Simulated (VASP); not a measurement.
# Si (Fd-3m) in VASP: notebook

The runs below take Si through single point, relaxation of cell and atoms, with r2SCAN.

Everything below comes from runs of VASP 6.6.1. Logs are shortened: lines on timing, memory, paths and dates and some standing lists are left out, and cuts for length are marked.

## 1. The cell of the first run

It takes space group Fd-3m (No. 227, cubic). Conventional cell: a = 5.445 Å, b = 5.445 Å, c = 5.445 Å, α = 90.00°, β = 90.00°, γ = 90.00°. Si (site symmetry -43m) has 4 Si at 2.36 Å within 3.1 Å.

## 2. Single point, r2SCAN

POSCAR reads:

```
Si
1.0
    0.0000000000      2.7227167199      2.7227167199
    2.7227167199      0.0000000000      2.7227167199
    2.7227167199      2.7227167199      0.0000000000
Si
2
Direct
    0.7500000000      0.7500000000      0.7500000000
    0.5000000000      0.5000000000      0.5000000000
```

INCAR.step1 reads:

```
SYSTEM = Si
  PREC = Accurate
  ENCUT = 520
  ISMEAR = 1
  SIGMA = 0.05
  LREAL = .FALSE.
  LASPH = .TRUE.
  NELM = 100
  NBANDS = 11
  GGA = PE
  ALGO = Normal
  EDIFF = 1E-4
  LWAVE = .TRUE.
  LCHARG = .FALSE.
```

INCAR.step2 reads:

```
SYSTEM = Si
  PREC = Accurate
  ENCUT = 520
  EDIFF = 1E-6
  ISMEAR = 1
  SIGMA = 0.05
  LREAL = .FALSE.
  LASPH = .TRUE.
  NELM = 100
  ALGO = Normal
  ISIF = 2
  LWAVE = .FALSE.
  LCHARG = .FALSE.
  METAGGA = R2SCAN
  LMIXTAU = .TRUE.
  NBANDS = 11
  ISTART = 1
```

KPOINTS reads:

```
Automatic mesh
0
G
  6 6 6
  0 0 0
```

Potentials or basis: VASP PAW PBE potentials, release 64 (Si).

Started as:

```
> cat potpaw_PBE.64/Si/POTCAR > POTCAR
> cp INCAR.step1 INCAR
> mpirun -np 1 vasp_std > vasp.out
> cp INCAR.step2 INCAR
> mpirun -np 1 vasp_std > vasp.out
```

OUTCAR:

```text
SYSTEM = Si
   PREC = Accurate
   ENCUT = 520
   EDIFF = 1E-6
   ISMEAR = 1
   LREAL = .FALSE.
   LASPH = .TRUE.
   NELM = 100
   ISIF = 2
   METAGGA = R2SCAN
   ISTART = 1

 ion  position               nearest neighbor table
   1  0.750  0.750  0.750-   2 2.36   2 2.36   2 2.36   2 2.36
   2  0.500  0.500  0.500-   1 2.36   1 2.36   1 2.36   1 2.36

  LATTYP: Found a face centered cubic cell.
 ALAT       =     5.4454334398

  Lattice vectors:

 A1 = (   0.0000000000,   2.7227167199,   2.7227167199)
 A2 = (   2.7227167199,   0.0000000000,   2.7227167199)
 A3 = (   2.7227167199,   2.7227167199,   0.0000000000)

Analysis of symmetry for initial positions (statically):
=====================================================================
 Subroutine PRICEL returns:
 Original cell was already a primitive cell.

 Routine SETGRP: Setting up the symmetry group for a
 face centered cubic supercell.

 Subroutine GETGRP returns: Found 48 space group operations
 (whereof 24 operations were pure point group operations)
 out of a pool of 48 trial point group operations.

The static configuration has the point symmetry T_d .
 The point group associated with its full space group is O_h .

Analysis of symmetry for dynamics (positions and initial velocities):
=====================================================================
 Subroutine PRICEL returns:
 Original cell was already a primitive cell.

 Routine SETGRP: Setting up the symmetry group for a
 face centered cubic supercell.

 Subroutine GETGRP returns: Found 48 space group operations
 (whereof 24 operations were pure point group operations)
 out of a pool of 48 trial point group operations.

The dynamic configuration has the point symmetry T_d .
 The point group associated with its full space group is O_h .

 Subroutine INISYM returns: Found 48 space group operations
 (whereof 24 operations are pure point group operations),
 and found     1 'primitive' translations

----------------------------------------------------------------------------------------

                                     Primitive cell

  volume of cell :      40.3680

  direct lattice vectors                    reciprocal lattice vectors
     0.000000000  2.722716720  2.722716720    -0.183640111  0.183640111  0.183640111
     2.722716720  0.000000000  2.722716720     0.183640111 -0.183640111  0.183640111
     2.722716720  2.722716720  0.000000000     0.183640111  0.183640111 -0.183640111

  length of vectors
     3.850502912  3.850502912  3.850502912     0.318074002  0.318074002  0.318074002

  position of ions in fractional coordinates (direct lattice)
     0.750000000  0.750000000  0.750000000
     0.500000000  0.500000000  0.500000000

  ion indices of the primitive-cell ions
   primitive index   ion index
                 1           1
                 2           2

----------------------------------------------------------------------------------------

 KPOINTS: Automatic mesh

Automatic generation of k-mesh.
 Grid dimensions read from file:
 generate k-points for:    6    6    6

 Generating k-lattice:

  Cartesian coordinates                     Fractional coordinates (reciprocal lattice)
    -0.030606685  0.030606685  0.030606685     0.166666667  0.000000000  0.000000000
     0.030606685 -0.030606685  0.030606685     0.000000000  0.166666667  0.000000000
     0.030606685  0.030606685 -0.030606685     0.000000000  0.000000000  0.166666667

  Length of vectors
     0.053012334  0.053012334  0.053012334

  Shift w.r.t. Gamma in fractional coordinates (k-lattice)
     0.000000000  0.000000000  0.000000000

 Subroutine IBZKPT returns following result:
 ===========================================

 Found     16 irreducible k-points:

 Following reciprocal coordinates:
            Coordinates               Weight
  0.000000  0.000000  0.000000      1.000000
  0.166667  0.000000  0.000000      8.000000
  0.333333  0.000000  0.000000      8.000000
  0.500000  0.000000  0.000000      4.000000
  0.166667  0.166667  0.000000      6.000000
  0.333333  0.166667  0.000000     24.000000
[... 8 lines left out ...]
 -0.333333  0.333333  0.166667     24.000000
 -0.333333  0.500000  0.166667     12.000000
   k-points           NKPTS =     16   k-points in BZ     NKDIM =     16   number of bands    NBANDS=     11
   number of dos      NEDOS =    301   number of ions     NIONS =      2
   total plane-waves  NPLWV =  27000
   dimension x,y,z NGX =    30 NGY =   30 NGZ =   30
   dimension x,y,z NGXF=    60 NGYF=   60 NGZF=   60
   ions per type =               2
   NGX,Y,Z   is equivalent  to a cutoff of  12.95, 12.95, 12.95 a.u.
   NGXF,Y,Z  is equivalent  to a cutoff of  25.91, 25.91, 25.91 a.u.
 SYSTEM =  Si
   PREC   = accura    normal or accurate (medium, high low for compatibility)
   ISTART =      1    job   : 0-new  1-cont  2-samecut
   ICHARG =      0    charge: 1-file 2-atom 10-const
   ISPIN  =      1    spin polarized calculation?
   LNONCOLLINEAR =      F non collinear calculations
   LSORBIT =      F    spin-orbit coupling
   LASPH  =      T    aspherical Exc in radial PAW
   ENCUT  =  520.0 eV  38.22 Ry    6.18 a.u.   7.16  7.16  7.16*2*pi/ulx,y,z
   NELM   =    100;   NELMIN=  2; NELMDL=  0     # of ELM steps
   EDIFF  = 0.1E-05   stopping-criterion for ELM
   LREAL  =      F    real-space projection
   EDIFFG = 0.1E-04   stopping-criterion for IOM
   NSW    =      0    number of steps for IOM
   IBRION =     -1    ionic relax: 0-MD 1-quasi-New 2-CG
   NFREE  =      0    steps in history (QN), initial steepest desc. (CG)
   ISIF   =      2    stress and relaxation
   ISYM   =      2    0-nonsym 1-usesym 2-fastsym
   POTIM  = 0.5000    time-step for ionic-motion
   TEBEG  =    0.0;   TEEND  =   0.0 temperature during run
   PSTRESS=    0.0 pullay stress
   NELECT =       8.0000    total number of electrons
   NUPDOWN=      -1.0000    fix difference up-down
   EMIN   =  10.00;   EMAX   =-10.00  energy-range for DOS
   EFERMI =   0.00;   METHOD = LEGACY
   ISMEAR =     1;   SIGMA  =   0.05  broadening in eV -4-tet -1-fermi 0-gaus
   EFERMI_NEDOS =   21; number of points for ismear=-14 and -15
   IALGO  =     38    algorithm
   IMIX   =      4    mixing-type and parameters
     AMIX     =   0.40;   BMIX     =  1.00
     AMIX_MAG =   1.60;   BMIX_MAG =  1.00
  volume/ion in A,a.u.               =      20.18       136.21
  Fermi-wavevector in a.u.,A,eV,Ry     =   0.954463  1.803673 12.394899  0.910999
  Thomas-Fermi vector in A             =   2.083212
   LORBIT       =      0    0 simple, 1 ext, 2 COOP (PROOUT), +10 PAW based schemes
   METAGGA = R2SCAN    functional components
   LHFCALC =     F    Hartree Fock is set to
   AEXX    =    0.0000 exact exchange contribution
   IVDW    =     0    specifies the selected vdW correction
   LEPSILON=     F    determine dielectric tensor
   LRPA    =     F    only Hartree local field effects (RPA)
 non-spin polarized calculation
 Methfessel and Paxton  Order N= 1 SIGMA  =   0.05
  energy-cutoff  :      520.00
  volume of cell :       40.37
 maximum number of plane-waves:      1106
 NGX is ok and might be reduce to    30
   NGX = 15   NGY = 15   NGZ = 15

 number of electron       8.0000001 magnetization

 Free energy of the ion-electron system (eV)
  ---------------------------------------------------
  ext. energy  EPLUGINS =         0.00000000
  ---------------------------------------------------
  free energy    TOTEN  =       -17.52889278 eV

  energy without entropy =      -17.52893304  energy(sigma->0) =      -17.52890620

 E-fermi :   5.7038     XC(G=0):  -9.8189

 val. band max:        5.6617001760   @ k =   0.0000   0.0000   0.0000
 cond. band min:       6.5949006415   @ k =   0.5000   0.5000   0.0000
 fundamental gap:      0.9332004655
 Fermi energy:         5.7037942469

 k-point     1 :       0.0000    0.0000    0.0000
  band No.  band energies     occupation
      1      -6.8069      2.00000
      2       5.6617      2.00000
      3       5.6617      2.00000
      4       5.6617      2.00000
      5       8.4149      0.00000
      6       8.4149      0.00000
      7       8.4149      0.00000
      8       9.5520      0.00000
      9      13.7809      0.00000
     10      13.7809      0.00000
     11      14.3216      0.00000

 k-point     2 :       0.1667    0.0000    0.0000
  band No.  band energies     occupation
      1      -6.4293      2.00000
      2       3.2172      2.00000
      3       5.1889      2.00000
      4       5.1889      2.00000
      5       8.3083      0.00000
      6       9.0970      0.00000
      7       9.0970      0.00000
      8      11.6288      0.00000
      9      13.1547      0.00000
     10      13.1547      0.00000
     11      15.4498      0.00000

 k-point     3 :       0.3333    0.0000    0.0000
  band No.  band energies     occupation
      1      -5.3686      2.00000
      2       0.1375      2.00000
      3       4.6068      2.00000
      4       4.6068      2.00000
      5       7.7398      0.00000
      6       9.4202      0.00000
      7       9.4202      0.00000
      8      14.1193      0.00000
      9      14.1193      0.00000
     10      14.1203      0.00000
     11      15.4744      0.00000

 k-point     4 :       0.5000    0.0000    0.0000
  band No.  band energies     occupation
      1      -4.3750      2.00000
      2      -1.5674      2.00000
      3       4.3960      2.00000
      4       4.3960      2.00000
      5       7.5151      0.00000
      6       9.2508      0.00000
      7       9.2508      0.00000
      8      13.9823      0.00000
      9      16.8007      0.00000
     10      16.8007      0.00000
     11      17.7291      0.00000

 k-point     5 :       0.1667    0.1667    0.0000
  band No.  band energies     occupation
      1      -6.3007      2.00000
      2       3.5912      2.00000
      3       4.4148      2.00000
      4       4.4148      2.00000
      5       7.5729      0.00000
      6      10.2934      0.00000
      7      10.2934      0.00000
      8      10.3677      0.00000
      9      12.7901      0.00000
     10      14.3492      0.00000
     11      16.1429      0.00000
[... 99 lines left out ...]
 k-point    13 :       0.5000    0.5000    0.0000
  band No.  band energies     occupation
      1      -2.4689      2.00000
      2      -2.4689      2.00000
      3       2.6714      2.00000
      4       2.6714      2.00000
      5       6.5949     -0.00000
      6       6.5949     -0.00000
      7      16.4699      0.00000
      8      16.4699      0.00000
      9      17.2533      0.00000
     10      17.2533      0.00000
     11      18.8576      0.00000

 k-point    14 :       0.5000    0.3333    0.1667
  band No.  band energies     occupation
      1      -4.4136      2.00000
      2      -0.1907      2.00000
      3       1.9656      2.00000
      4       3.2742      2.00000
      5       8.7818      0.00000
      6       9.6998      0.00000
      7      10.2465      0.00000
      8      13.1859      0.00000
      9      15.2324      0.00000
     10      16.2053      0.00000
     11      19.5074      0.00000

 k-point    15 :      -0.3333    0.3333    0.1667
  band No.  band energies     occupation
      1      -3.3859      2.00000
      2      -1.4462      2.00000
      3       1.5132      2.00000
      4       2.7914      2.00000
      5       9.3082      0.00000
      6       9.5405      0.00000
      7      12.1853      0.00000
      8      12.6451      0.00000
      9      13.7113      0.00000
     10      17.4413      0.00000
     11      18.3566      0.00000

 k-point    16 :      -0.3333    0.5000    0.1667
  band No.  band energies     occupation
      1      -2.3458      2.00000
      2      -2.3458      2.00000
      3       1.8811      2.00000
      4       1.8811      2.00000
      5       8.6893      0.00000
      6       8.6893      0.00000
      7      12.8919      0.00000
      8      12.8919      0.00000
      9      16.8942      0.00000
     10      16.8942      0.00000
     11      19.3952      0.00000

------------------------ aborting loop because EDIFF is reached ----------------------------------------

  FORCE on cell =-STRESS in cart. coord.  units (eV):
  Direction    XX          YY          ZZ          XY          YZ          ZX
  --------------------------------------------------------------------------------------
  -------------------------------------------------------------------------------------
  Total       -0.0593384     -0.0593384     -0.0593384      0.0000000     -0.0000000     -0.0000000
  in kB       -2.3550975     -2.3550975     -2.3550975      0.0000000     -0.0000000     -0.0000000
  external PRESSURE =      -2.3550975 kB  Pullay stress =       0.0000000 kB

 VOLUME and BASIS-vectors are now :
 -----------------------------------------------------------------------------
  energy-cutoff  :      520.00
  volume of cell :       40.37
      direct lattice vectors                 reciprocal lattice vectors
     0.000000000  2.722716720  2.722716720    -0.183640111  0.183640111  0.183640111
     2.722716720  0.000000000  2.722716720     0.183640111 -0.183640111  0.183640111
     2.722716720  2.722716720  0.000000000     0.183640111  0.183640111 -0.183640111

 POSITION                                       TOTAL-FORCE (eV/Angst)
 -----------------------------------------------------------------------------------
      4.08408      4.08408      4.08408         0.000000      0.000000      0.000000
      2.72272      2.72272      2.72272        -0.000000     -0.000000     -0.000000
 -----------------------------------------------------------------------------------
    total drift:                                0.000000     -0.000000     -0.000000

  FREE ENERGIE OF THE ION-ELECTRON SYSTEM (eV)
  ---------------------------------------------------
  free  energy   TOTEN  =       -17.5288927783 eV

  energy  without entropy=      -17.5289330415  energy(sigma->0) =      -17.52890620
```

Wall time 18 s (1 thread of Intel Xeon 6975P-C (Granite Rapids), shared host); peak memory 0.15 GiB.

Results:

```yaml
Free_energy: -17.5289 eV
Pressure: -0.2 GPa
Band_gap_on_the_k_mesh: 0.93 eV (least direct gap 2.75 eV)
```

Levels at points of the mesh, in eV from the valence-band top:
```csv
k point,band 2,band 3,band 4,band 5,band 6,band 7
"(0.00, 0.00, 0.00)",0.00,0.00,0.00,2.75,2.75,2.75
"(0.50, 0.00, 0.00)",-7.23,-1.27,-1.27,1.85,3.59,3.59
"(0.50, 0.50, 0.00)",-8.13,-2.99,-2.99,0.93,0.93,10.81
```

Caveat: the PAW data sets were made with another functional, which shifts forces and pressure a little. r2SCAN opens gaps a little over a GGA but as a rule still falls short of measured ones.

[end of part 1 of 2]
